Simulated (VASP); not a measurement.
# TiGe4Pd2 (P-62m) in VASP: further runs, part 2 of 2

VASP 6.6.1. The steps go on from the part before.

**3. Relaxation of cell and atoms, PBE**

This run uses another cell than the first one, of 18.95 Å³/atom.

Input file INCAR:

```
PREC = Accurate
ENCUT = 600
EDIFF = 1E-6
ISMEAR = 0
SIGMA = 0.2
LREAL = F
LASPH = T
NELM = 80
ALGO = Normal
ISIF = 3
LWAVE = F
LCHARG = F
GGA = PE
IBRION = 2
NSW = 36
EDIFFG = -0.08
```

Input file KPOINTS:

```
regular mesh
0
Gamma
  3 3 4
```

Input file POSCAR:

```
TiGe4Pd2
1.0
    5.8272496300      0.0000000000      0.0000000000
   -2.9136248100      5.0465462100      0.0000000000
    0.0000000000      0.0000000000      4.5105364800
Ti Ge Pd
1 4 2
Direct
    0.0000000000      0.0000000000      0.0000000000
    0.6356995400      0.0000000000      0.0000000000
    0.0000000000      0.6356995400      0.0000000000
    0.3643004600      0.3643004600      0.0000000000
    0.0000000000      0.0000000000      0.5000000000
    0.3333333300      0.6666666700      0.0000000000
    0.6666666700      0.3333333300      0.0000000000
```

Potentials or basis: VASP PAW PBE potentials, release 64 (Ti_sv, Ge_d, Pd).

Run with:

```sh
> cat potpaw_PBE.64/Ti_sv/POTCAR potpaw_PBE.64/Ge_d/POTCAR potpaw_PBE.64/Pd/POTCAR > POTCAR
> mpirun -np 1 vasp_std > vasp.out
```

OUTCAR:

```text
PREC = Accurate
   ENCUT = 600
   EDIFF = 1E-6
   ISMEAR = 0
   LREAL = F
   LASPH = T
   NELM = 80
   ISIF = 3
   GGA = PE
   IBRION = 2
   NSW = 36
   EDIFFG = -0.08

 ion  position               nearest neighbor table
   1  0.000  0.000  0.000-   3 2.12   4 2.12   2 2.12   5 2.26   5 2.26
   2  0.636  0.000  0.000-   7 1.86   6 1.86   1 2.12
   3  0.000  0.636  0.000-   6 1.86   7 1.86   1 2.12
   4  0.364  0.364  0.000-   6 1.86   7 1.86   1 2.12
   5  0.000  0.000  0.500-   1 2.26   1 2.26
   6  0.333  0.667  0.000-   3 1.86   2 1.86   4 1.86   7 3.36   7 3.36   7 3.36
   7  0.667  0.333  0.000-   2 1.86   3 1.86   4 1.86   6 3.36   6 3.36   6 3.36

  LATTYP: Found a hexagonal cell.
 ALAT       =     5.8272496300
 C/A-ratio  =     0.7740420896

  Lattice vectors:

 A1 = (   5.8272496300,   0.0000000000,   0.0000000000)
 A2 = (  -2.9136248100,   5.0465462100,   0.0000000000)
 A3 = (   0.0000000000,   0.0000000000,   4.5105364800)

Analysis of symmetry for initial positions (statically):
=====================================================================
 Subroutine PRICEL returns:
 Original cell was already a primitive cell.

 Routine SETGRP: Setting up the symmetry group for a
 hexagonal supercell.

 Subroutine GETGRP returns: Found 12 space group operations
 (whereof 12 operations were pure point group operations)
 out of a pool of 24 trial point group operations.

The static configuration has the point symmetry D_3h.

Analysis of symmetry for dynamics (positions and initial velocities):
=====================================================================
 Subroutine PRICEL returns:
 Original cell was already a primitive cell.

 Routine SETGRP: Setting up the symmetry group for a
 hexagonal supercell.

 Subroutine GETGRP returns: Found 12 space group operations
 (whereof 12 operations were pure point group operations)
 out of a pool of 24 trial point group operations.

The dynamic configuration has the point symmetry D_3h.

 Subroutine INISYM returns: Found 12 space group operations
 (whereof 12 operations are pure point group operations),
 and found     1 'primitive' translations

[... 96 lines left out ...]
   POTIM  = 0.5000    time-step for ionic-motion
   TEBEG  =    0.0;   TEEND  =   0.0 temperature during run
   PSTRESS=    0.0 pullay stress
   NELECT =      88.0000    total number of electrons
   NUPDOWN=      -1.0000    fix difference up-down
   EMIN   =  10.00;   EMAX   =-10.00  energy-range for DOS
   EFERMI =   0.00;   METHOD = LEGACY
   ISMEAR =     0;   SIGMA  =   0.20  broadening in eV -4-tet -1-fermi 0-gaus
   EFERMI_NEDOS =   21; number of points for ismear=-14 and -15
   IALGO  =     38    algorithm
   IMIX   =      4    mixing-type and parameters
     AMIX     =   0.40;   BMIX     =  1.00
     AMIX_MAG =   1.60;   BMIX_MAG =  1.00
  volume/ion in A,a.u.               =      18.95       127.87
  Fermi-wavevector in a.u.,A,eV,Ry     =   1.427821  2.698190 27.737819  2.038672
  Thomas-Fermi vector in A             =   2.547949
   LORBIT       =      0    0 simple, 1 ext, 2 COOP (PROOUT), +10 PAW based schemes
   GGA     = PE    functional components
   LHFCALC =     F    Hartree Fock is set to
   AEXX    =    0.0000 exact exchange contribution
   IVDW    =     0    specifies the selected vdW correction
   LEPSILON=     F    determine dielectric tensor
   LRPA    =     F    only Hartree local field effects (RPA)
 conjugate gradient relaxation of ions
 non-spin polarized calculation
 Gauss-broadening in eV      SIGMA  =   0.20
  energy-cutoff  :      600.00
  volume of cell :      132.64
 maximum number of plane-waves:      4470
 NGX is ok and might be reduce to    48
   NGX = 23   NGY = 23   NGZ = 19

--------------------------------------- Ionic step        1  -------------------------------------------

 number of electron      87.9999929 magnetization

 Free energy of the ion-electron system (eV)
  ---------------------------------------------------
  ext. energy  EPLUGINS =         0.00000000
  ---------------------------------------------------
  free energy    TOTEN  =       -10.76622443 eV

  energy without entropy =      -10.64148259  energy(sigma->0) =      -10.70385351

 E-fermi :   6.8796     XC(G=0): -10.5591

 val. band max:        6.8219864857   @ k =   0.3333  -0.0000   0.5000
 cond. band min:       6.9302487376   @ k =   0.3333  -0.0000   0.5000
 fundamental gap:      0.1082622519
 Fermi energy:         6.8796033706
[... 1111 lines left out ...]
  FREE ENERGIE OF THE ION-ELECTRON SYSTEM (eV)
  ---------------------------------------------------
  free  energy   TOTEN  =       -29.9700408931 eV

  energy  without entropy=      -29.8253030700  energy(sigma->0) =      -29.89767198

[... ionic steps 4 to 10 ...]

--------------------------------------- Ionic step       11  -------------------------------------------

 number of electron      88.0000128 magnetization

------------------------ aborting loop because EDIFF is reached ----------------------------------------
[... 77 lines left out ...]
--------------------------------------- Ionic step       13  -------------------------------------------

 number of electron      88.0000118 magnetization

 Free energy of the ion-electron system (eV)
  ---------------------------------------------------
  ext. energy  EPLUGINS =         0.00000000
  ---------------------------------------------------
  free energy    TOTEN  =       -32.59957275 eV

  energy without entropy =      -32.45165992  energy(sigma->0) =      -32.52561633

 E-fermi :   1.9158     XC(G=0):  -8.1629

 val. band max:        1.9076927540   @ k =   0.3333  -0.0000   0.2500
 cond. band min:       1.9299483100   @ k =   0.3333  -0.0000   0.0000
 fundamental gap:      0.0222555560
 Fermi energy:         1.9157975643
[... 527 lines left out ...]
  FREE ENERGIE OF THE ION-ELECTRON SYSTEM (eV)
  ---------------------------------------------------
  free  energy   TOTEN  =       -32.5995727524 eV

  energy  without entropy=      -32.4516599164  energy(sigma->0) =      -32.52561633

 reached required accuracy - stopping structural energy minimisation
```

OSZICAR:

```text
N       E                     dE             d eps       ncg     rms          rms(c)
DAV:   1     0.127707249850E+04    0.12771E+04   -0.44154E+04  1164   0.465E+03
DAV:   2     0.237731532749E+03   -0.10393E+04   -0.10129E+04   936   0.120E+03
DAV:   3     0.117275812518E+02   -0.22600E+03   -0.21972E+03  1000   0.296E+02
[... 193 lines left out ...]
DAV:   5    -0.325995256215E+02    0.40236E-02   -0.18065E-02  1168   0.628E-01    0.120E-01
DAV:   6    -0.325995309163E+02   -0.52947E-05   -0.11941E-03  1144   0.235E-01    0.758E-02
DAV:   7    -0.325995627615E+02   -0.31845E-04   -0.23478E-04  1192   0.951E-02    0.332E-02
DAV:   8    -0.325995718325E+02   -0.90710E-05   -0.43676E-05  1188   0.431E-02    0.877E-03
DAV:   9    -0.325995727524E+02   -0.91987E-06   -0.59224E-06  1052   0.189E-02
  13 F= -.32599573E+02 E0= -.32525616E+02  d E =-.761642E-02
```

CONTCAR:

```text
TiGe4Pd2
   1.00000000000000
     7.2272576687297638    0.0000000013536139    0.0000000000000000
    -3.6136288269913583    6.2589887336896117   -0.0000000000000000
     0.0000000000000000   -0.0000000000000000    4.9698217013162189
  Ti              Ge              Pd
     1     4     2
Direct
     1.0000000000000000    0.0000000000000000    0.0000000000000000
     0.6560928973231048    0.0000000000158804    1.0000000000000000
     0.9999999999975611    0.6560928972864662    0.0000000000000000
     0.3439071026793339    0.3439071026976533    0.0000000000000000
     1.0000000000000000    0.0000000000000000    0.5000000000000000
     0.3333333300000021    0.6666666699999979    0.0000000000000000
     0.6666666699999979    0.3333333300000021    0.0000000000000000

  0.00000000E+00  0.00000000E+00  0.00000000E+00
  0.00000000E+00  0.00000000E+00  0.00000000E+00
  0.00000000E+00  0.00000000E+00  0.00000000E+00
  0.00000000E+00  0.00000000E+00  0.00000000E+00
  0.00000000E+00  0.00000000E+00  0.00000000E+00
  0.00000000E+00  0.00000000E+00  0.00000000E+00
  0.00000000E+00  0.00000000E+00  0.00000000E+00
```

Wall time 14 min (1 thread of AMD EPYC 7R13 (Zen 3), shared host); peak memory 0.3 GiB.

What came out:

- Free energy: -32.5996 eV
- Relaxed volume: 32.12 Å³/atom
- Relaxed cell: a = 7.227 Å, b = 7.227 Å, c = 4.970 Å, α = 90.00°, β = 90.00°, γ = 120.00°
- Space group after relaxing (to 0.1 Å): P-62m (No. 189)
- Energy gained by relaxing: 3119.0 meV/atom
- Ionic steps: 13
- Pressure after relaxing: -0.1 GPa
- Largest force after relaxing: 0.052 eV/Å
- Band gap on the k mesh: zero (bands 44 and 45 overlap by 1.10 eV)

Forces in eV/Å, atoms in the order of the input:
```
Ti   0.000  0.000  0.000
Ge  -0.052  0.000  0.000
Ge   0.026 -0.045  0.000
Ge   0.026  0.045  0.000
Ge   0.000  0.000  0.000
Pd   0.000  0.000  0.000
Pd   0.000  0.000  0.000
```

The path:
```tsv
step	energy change (eV)	largest force (eV/Å)	pressure (GPa)	volume (Å³)
1	0.0000	9.5923	100.50	132.64
2	-0.9919	0.8683	-21.20	478.00
3	-19.2038	1.5736	-4.06	262.45
4	-19.9062	1.8325	-3.16	247.62
5	-19.8868	2.2089	14.48	181.81
6	-20.7766	2.3434	0.29	220.87
7	-20.9150	2.4646	3.48	207.15
8	-20.9155	2.4511	2.83	209.60
9	-21.6281	1.0444	-0.85	226.00
10	-21.7059	0.5121	-2.13	234.84
11	-21.8208	0.0455	0.34	224.18
12	-21.8257	0.1356	-0.10	225.89
13	-21.8333	0.0522	-0.05	224.81
```

Final structure:
```
CELL_PARAMETERS angstrom
7.22726 0.00000 0.00000
-3.61363 6.25899 0.00000
0.00000 0.00000 4.96982
ATOMIC_POSITIONS crystal
Ti 0.00000 0.00000 0.00000
Ge 0.65609 0.00000 0.00000
Ge 0.00000 0.65609 0.00000
Ge 0.34391 0.34391 0.00000
Ge 0.00000 0.00000 0.50000
Pd 0.33333 0.66667 0.00000
Pd 0.66667 0.33333 0.00000
```

Caveat: the k points lie up to 0.33 Å⁻¹ apart in the final cell, too coarse for converged energies and pressures of a metal; the volume moved by over 15 % at a fixed basis, so the end points are rough; the relaxation stopped at a loose force limit of 0.08 eV/Å, so its end isn't a converged minimum.
